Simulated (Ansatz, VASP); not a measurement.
## One calculation of CdTe, two programs

```xyz
2
Lattice="0.0000 3.1816 3.1816 3.1816 0.0000 3.1816 3.1816 3.1816 0.0000" Properties=species:S:1:pos:R:3 pbc="T T T"
Cd    3.1816    3.1816    3.1816
Te    0.0000    0.0000    0.0000
```

Alike in both runs: task single point; functional revPBE; k mesh 6 × 6 × 6; occupations gaussian, width 0.05 eV; no spin polarisation.

```csv
,VASP,Ansatz
version,VASP 6.6.1,Ansatz 0.2.0
potentials or method,"VASP PAW PBE potentials, release 64 (Cd, Te), cutoff 500 eV","scalar-relativistic, plane waves, PAW"
valence electrons in the cell,18,36
```

|  | VASP | Ansatz | Ansatz less VASP |
| --- | --- | --- | --- |
| gap on the k mesh at the Fermi level (eV) | none | none | - |
| pressure (GPa) | -2.6 | -2.7 | -0.10 |

VASP's potentials were made for PBE, not for revPBE. A gap of «none» marks a metal or a gap that the smearing closes. The functional is the same, so the differences come from potentials, cutoffs and numerics. VASP's potentials hold 18 valence electrons a cell and Ansatz's 36, so a difference there can come from the potentials and not from the codes.

Spin-orbit coupling is off throughout.
